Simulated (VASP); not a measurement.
The system is Sr3Ru.

```
CELL_PARAMETERS angstrom
4.76541 0.00000 0.00000
0.00000 4.76541 0.00000
0.00000 0.00000 4.76541
ATOMIC_POSITIONS crystal
Sr 0.00000 0.50000 0.50000
Sr 0.50000 0.00000 0.50000
Sr 0.50000 0.50000 0.00000
Ru 0.00000 0.00000 0.00000
```

- Program: VASP 6.6.1
- Task: relaxation of cell and atoms
- Functional: PBE
- Potentials or basis: VASP PAW PBE potentials, release 64 (Sr_sv, Ru_pv)
- Cutoff: 600 eV
- k mesh: 4 × 4 × 4
- Occupations: gaussian, width 0.1 eV
- Spin: no spin polarisation

At the start: pressure 6.9 GPa; volume 27.05 Å³/atom.

Question: How do energy, volume and symmetry change on relaxing?

Answer: Over 4 steps the energy falls by 103.2 meV/atom and the volume is 32.67 Å³/atom (+20.7 %); space group Pm-3m (No. 221, to 0.1 Å) before and after.

The path:
```
step  energy change (eV)  largest force (eV/Å)  pressure (GPa)  volume (Å³)
   1              0.0000                0.0000            6.86       108.22
   2             -0.4063                0.0000            0.73       127.41
   3             -0.4122                0.0000           -0.23       131.75
   4             -0.4129                0.0000            0.01       130.67
```

Final structure:
```yaml
crystal:
  lattice:
    - [5.07451, 0.00000, 0.00000]
    - [0.00000, 5.07451, 0.00000]
    - [0.00000, 0.00000, 5.07451]
  atoms:
    - { symbol: Sr, position: [0.00000, 0.50000, 0.50000] }
    - { symbol: Sr, position: [0.50000, 0.00000, 0.50000] }
    - { symbol: Sr, position: [0.50000, 0.50000, 0.00000] }
    - { symbol: Ru, position: [0.00000, 0.00000, 0.00000] }
```

Caveat: the volume moved by over 15 % at a fixed basis, so the end points are rough.
